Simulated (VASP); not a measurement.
# F2 in VASP: notebook

The runs below take F2 through single point, relaxation of the atoms, with PBEsol.

Program: VASP 6.6.1. These are calculated values, not measurements. Logs are shortened: lines on timing, memory, paths and dates and some standing lists are left out, and cuts for length are marked.

## (1) The cell of the first run

The cell holds a molecule in a box, 2 atoms: a = 9.000 Å, b = 9.500 Å, c = 10.000 Å, α = 90.00°, β = 90.00°, γ = 90.00°.

## (2) Single point, PBEsol

Input file INCAR:

```
PREC     = Accurate       # precision mode
ENCUT    = 520            # plane-wave cutoff, eV
EDIFF    = 1E-6           # SCF threshold, eV
ISMEAR   = 1              # smearing method
SIGMA    = 0.05           # smearing width, eV
LREAL    = F              # projectors in reciprocal space
LASPH    = T              # aspherical terms in the spheres
NELM     = 80             # most SCF steps
ALGO     = Normal         # electronic algorithm
ISIF     = 2              # what is computed and relaxed
LWAVE    = F              # write WAVECAR
LCHARG   = T              # write CHGCAR
GGA      = PS             # functional
LELF     = T              # ELF
LVHAR    = T            
NBANDS   = 14             # bands
```

Input file KPOINTS:

```
Automatic mesh
0
Gamma
  1 1 1
```

Input file POSCAR:

```
F
1.0
    9.0000000000      0.0000000000      0.0000000000
    0.0000000000      9.5000000000      0.0000000000
    0.0000000000      0.0000000000     10.0000000000
F
2
Direct
    0.5000000000      0.5000000000      0.4301052113
    0.5000000000      0.5000000000      0.5698947887
```

Potentials or basis: VASP PAW PBE potentials, release 64 (F).

Command:

```console
$ cat potpaw_PBE.64/F/POTCAR > POTCAR
$ mpirun -np 1 vasp_gam > vasp.out
```

OUTCAR:

```text
PREC = Accurate
   ENCUT = 520
   EDIFF = 1E-6
   ISMEAR = 1
   LREAL = F
   LASPH = T
   NELM = 80
   ISIF = 2
   GGA = PS

 ion  position               nearest neighbor table
   1  0.500  0.500  0.430-   2 1.40
   2  0.500  0.500  0.570-   1 1.40

  LATTYP: Found a simple orthorhombic cell.
 ALAT       =     9.0000000000
 B/A-ratio  =     1.0555555556
 C/A-ratio  =     1.1111111111

  Lattice vectors:

 A1 = (   9.0000000000,   0.0000000000,   0.0000000000)
 A2 = (   0.0000000000,   9.5000000000,   0.0000000000)
 A3 = (   0.0000000000,   0.0000000000,  10.0000000000)

Analysis of symmetry for initial positions (statically):
=====================================================================
 Subroutine PRICEL returns:
 Original cell was already a primitive cell.

 Routine SETGRP: Setting up the symmetry group for a
 simple orthorhombic supercell.

 Subroutine GETGRP returns: Found  8 space group operations
 (whereof  8 operations were pure point group operations)
 out of a pool of  8 trial point group operations.

The static configuration has the point symmetry D_2h.

Analysis of symmetry for dynamics (positions and initial velocities):
=====================================================================
 Subroutine PRICEL returns:
 Original cell was already a primitive cell.

 Routine SETGRP: Setting up the symmetry group for a
 simple orthorhombic supercell.

 Subroutine GETGRP returns: Found  8 space group operations
 (whereof  8 operations were pure point group operations)
 out of a pool of  8 trial point group operations.

The dynamic configuration has the point symmetry D_2h.

 Subroutine INISYM returns: Found  8 space group operations
 (whereof  8 operations are pure point group operations),
 and found     1 'primitive' translations

----------------------------------------------------------------------------------------

                                     Primitive cell

  volume of cell :     855.0000

  direct lattice vectors                    reciprocal lattice vectors
     9.000000000  0.000000000  0.000000000     0.111111111  0.000000000  0.000000000
     0.000000000  9.500000000  0.000000000     0.000000000  0.105263158  0.000000000
     0.000000000  0.000000000 10.000000000     0.000000000  0.000000000  0.100000000

  length of vectors
     9.000000000  9.500000000 10.000000000     0.111111111  0.105263158  0.100000000

  position of ions in fractional coordinates (direct lattice)
     0.500000000  0.500000000  0.430105211
     0.500000000  0.500000000  0.569894789

  ion indices of the primitive-cell ions
   primitive index   ion index
                 1           1
                 2           2

----------------------------------------------------------------------------------------

 KPOINTS: Automatic mesh

Automatic generation of k-mesh.
 Grid dimensions read from file:
 generate k-points for:    1    1    1

 Generating k-lattice:

  Cartesian coordinates                     Fractional coordinates (reciprocal lattice)
     0.111111111  0.000000000  0.000000000     1.000000000  0.000000000  0.000000000
     0.000000000  0.105263158  0.000000000     0.000000000  1.000000000  0.000000000
     0.000000000  0.000000000  0.100000000     0.000000000  0.000000000  1.000000000

  Length of vectors
     0.111111111  0.105263158  0.100000000

  Shift w.r.t. Gamma in fractional coordinates (k-lattice)
     0.000000000  0.000000000  0.000000000

 Subroutine IBZKPT returns following result:
 ===========================================

 Found      1 irreducible k-points:

 Following reciprocal coordinates:
            Coordinates               Weight
  0.000000  0.000000  0.000000      1.000000
   k-points           NKPTS =      1   k-points in BZ     NKDIM =      1   number of bands    NBANDS=     14
   number of dos      NEDOS =    301   number of ions     NIONS =      2
   total plane-waves  NPLWV = 403200
   dimension x,y,z NGX =    70 NGY =   72 NGZ =   80
   dimension x,y,z NGXF=   140 NGYF=  144 NGZF=  160
   ions per type =               2
   NGX,Y,Z   is equivalent  to a cutoff of  12.93, 12.60, 13.30 a.u.
   NGXF,Y,Z  is equivalent  to a cutoff of  25.86, 25.20, 26.60 a.u.
 SYSTEM =  unknown system
   PREC   = accura    normal or accurate (medium, high low for compatibility)
   ISTART =      0    job   : 0-new  1-cont  2-samecut
   ICHARG =      2    charge: 1-file 2-atom 10-const
   ISPIN  =      1    spin polarized calculation?
   LNONCOLLINEAR =      F non collinear calculations
   LSORBIT =      F    spin-orbit coupling
   LASPH  =      T    aspherical Exc in radial PAW
   ENCUT  =  520.0 eV  38.22 Ry    6.18 a.u.  16.73 17.66 18.59*2*pi/ulx,y,z
   NELM   =     80;   NELMIN=  2; NELMDL= -5     # of ELM steps
   EDIFF  = 0.1E-05   stopping-criterion for ELM
   LREAL  =      F    real-space projection
   EDIFFG = 0.1E-04   stopping-criterion for IOM
   NSW    =      0    number of steps for IOM
   IBRION =     -1    ionic relax: 0-MD 1-quasi-New 2-CG
   NFREE  =      0    steps in history (QN), initial steepest desc. (CG)
   ISIF   =      2    stress and relaxation
   ISYM   =      2    0-nonsym 1-usesym 2-fastsym
   POTIM  = 0.5000    time-step for ionic-motion
   TEBEG  =    0.0;   TEEND  =   0.0 temperature during run
   PSTRESS=    0.0 pullay stress
   NELECT =      14.0000    total number of electrons
   NUPDOWN=      -1.0000    fix difference up-down
   EMIN   =  10.00;   EMAX   =-10.00  energy-range for DOS
   EFERMI =   0.00;   METHOD = LEGACY
   ISMEAR =     1;   SIGMA  =   0.05  broadening in eV -4-tet -1-fermi 0-gaus
   EFERMI_NEDOS =   21; number of points for ismear=-14 and -15
   IALGO  =     38    algorithm
   IMIX   =      4    mixing-type and parameters
     AMIX     =   0.40;   BMIX     =  1.00
     AMIX_MAG =   1.60;   BMIX_MAG =  1.00
  volume/ion in A,a.u.               =     427.50      2884.91
  Fermi-wavevector in a.u.,A,eV,Ry     =   0.415715  0.785587  2.351342  0.172819
  Thomas-Fermi vector in A             =   1.374838
   LORBIT       =      0    0 simple, 1 ext, 2 COOP (PROOUT), +10 PAW based schemes
   GGA     = PS    functional components
   LHFCALC =     F    Hartree Fock is set to
   AEXX    =    0.0000 exact exchange contribution
   IVDW    =     0    specifies the selected vdW correction
   LEPSILON=     F    determine dielectric tensor
   LRPA    =     F    only Hartree local field effects (RPA)
 non-spin polarized calculation
 Methfessel and Paxton  Order N= 1 SIGMA  =   0.05
  energy-cutoff  :      520.00
  volume of cell :      855.00
 maximum number of plane-waves:     11510
 NGX is ok and might be reduce to    70
   NGX = 33   NGY = 35   NGZ = 37

 number of electron      13.9999997 magnetization

 Free energy of the ion-electron system (eV)
  ---------------------------------------------------
  ext. energy  EPLUGINS =         0.00000000
  ---------------------------------------------------
  free energy    TOTEN  =        -3.85830758 eV

  energy without entropy =       -3.86410549  energy(sigma->0) =       -3.86024022

 E-fermi :  -9.1323     XC(G=0):  -0.6013

 val. band max:       -9.1743493880   @ k =   0.0000   0.0000   0.0000
 cond. band min:      -5.5141699788   @ k =   0.0000   0.0000   0.0000
 fundamental gap:      3.6601794092
 Fermi energy:        -9.1322564224

 k-point     1 :       0.0000    0.0000    0.0000
  band No.  band energies     occupation
      1     -34.0194      2.00000
      2     -27.2958      2.00000
      3     -15.3502      2.00000
      4     -12.7336      2.00000
      5     -12.7336      2.00000
      6      -9.1744      2.00001
      7      -9.1743      1.99999
      8      -5.5142      0.00000
      9      -0.2629      0.00000
     10       1.2305      0.00000
     11       1.2859      0.00000
     12       1.3872      0.00000
     13       1.5393      0.00000
     14       1.5565      0.00000

------------------------ aborting loop because EDIFF is reached ----------------------------------------

  FORCE on cell =-STRESS in cart. coord.  units (eV):
  Direction    XX          YY          ZZ          XY          YZ          ZX
  --------------------------------------------------------------------------------------
  -------------------------------------------------------------------------------------
  Total       -0.1224977     -0.1209941      0.5256901      0.0000000      0.0000000      0.0000000
  in kB       -0.2295474     -0.2267298      0.9850864      0.0000000      0.0000000      0.0000000
  external PRESSURE =       0.1762697 kB  Pullay stress =       0.0000000 kB

 VOLUME and BASIS-vectors are now :
 -----------------------------------------------------------------------------
  energy-cutoff  :      520.00
  volume of cell :      855.00
      direct lattice vectors                 reciprocal lattice vectors
     9.000000000  0.000000000  0.000000000     0.111111111  0.000000000  0.000000000
     0.000000000  9.500000000  0.000000000     0.000000000  0.105263158  0.000000000
     0.000000000  0.000000000 10.000000000     0.000000000  0.000000000  0.100000000

 POSITION                                       TOTAL-FORCE (eV/Angst)
 -----------------------------------------------------------------------------------
      4.50000      4.75000      4.30105         0.000000      0.000000     -0.447564
      4.50000      4.75000      5.69895         0.000000      0.000000      0.447564
 -----------------------------------------------------------------------------------
    total drift:                                0.000000      0.000000      0.000000

  FREE ENERGIE OF THE ION-ELECTRON SYSTEM (eV)
  ---------------------------------------------------
  free  energy   TOTEN  =        -3.8583075802 eV

  energy  without entropy=       -3.8641054856  energy(sigma->0) =       -3.86024022
```

Run time: 36 s. Hardware: 1 thread of Intel Xeon Platinum 8559C (Emerald Rapids), shared host; peak memory 0.72 GiB.

Results:

```yaml
Free_energy: -3.8583 eV
Largest_force: 0.448 eV/Å
Gap_between_the_frontier_levels: 3.66 eV
```

Forces in eV/Å, atoms in the order of the input:
```
F    0.000  0.000 -0.448
F    0.000  0.000  0.448
```

Levels at points of the mesh, in eV from the valence-band top:
```
           k point  band 5  band 6  band 7  band 8  band 9  band 10
(0.00, 0.00, 0.00)   -3.56    0.00    0.00    3.66    8.91    10.40
```

Caveat: the PAW data sets were made with another functional, which shifts forces and pressure a little.

## (3) Relaxation of the atoms, PBEsol

Input file INCAR:

```
SYSTEM = F
PREC     = Accurate       ! precision mode
ENCUT    = 520            ! plane-wave cutoff, eV
EDIFF    = 1E-6           ! SCF threshold, eV
ISMEAR   = 1              ! smearing method
SIGMA    = 0.05           ! smearing width, eV
LREAL    = .FALSE.        ! projectors in reciprocal space
LASPH    = .TRUE.         ! aspherical terms in the spheres
NELM     = 80             ! most SCF steps
ALGO     = Normal         ! electronic algorithm
ISIF     = 2              ! what is computed and relaxed
LWAVE    = .FALSE.        ! write WAVECAR
LCHARG   = .FALSE.        ! write CHGCAR
GGA      = PS             ! functional
IBRION   = 2              ! ionic algorithm
NSW      = 80             ! ionic steps
EDIFFG   = -0.02          ! ionic threshold
```

Input file KPOINTS:

```
Automatic mesh
0
G
  1 1 1
  0 0 0
```

Input file POSCAR:

```
F
1.0
    9.0000000000      0.0000000000      0.0000000000
    0.0000000000      9.5000000000      0.0000000000
    0.0000000000      0.0000000000     10.0000000000
F
2
Direct
    0.5000000000      0.5000000000      0.4290000000
    0.5000000000      0.5000000000      0.5710000000
```

Potentials or basis: VASP PAW PBE potentials, release 64 (F).

Command:

```console
$ cat potpaw_PBE.64/F/POTCAR > POTCAR
$ mpirun -np 1 vasp_gam > vasp.out
```

It took 84 s on 1 thread of Intel Xeon Platinum 8559C (Emerald Rapids), shared host; peak memory 0.78 GiB.

The run converged. Its results:

```yaml
Free_energy: -3.8609 eV
Energy_gained_by_relaxing: 1.0 meV/atom
Ionic_steps: 3
Gap_between_the_frontier_levels: 3.51 eV
```

Step by step:
```tsv
step	energy change (eV)	largest force (eV/Å)	pressure (GPa)
1	0.0000	0.3810	-0.05
2	0.0115	1.0617	0.07
3	-0.0020	0.0003	-0.02
```

Final structure:
```xyz
2
Lattice="9.0000 0.0000 0.0000 0.0000 9.5000 0.0000 0.0000 0.0000 10.0000" Properties=species:S:1:pos:R:3 pbc="T T T"
F     4.5000    4.7500    4.2953
F     4.5000    4.7500    5.7047
```

Levels at points of the mesh, in eV from the valence-band top:
```csv
k point,band 5,band 6,band 7,band 8,band 9,band 10
"(0.00, 0.00, 0.00)",-3.45,0.00,0.00,3.51,8.96,10.46
```

Caveat: the PAW data sets were made with another functional, which shifts forces and pressure a little.
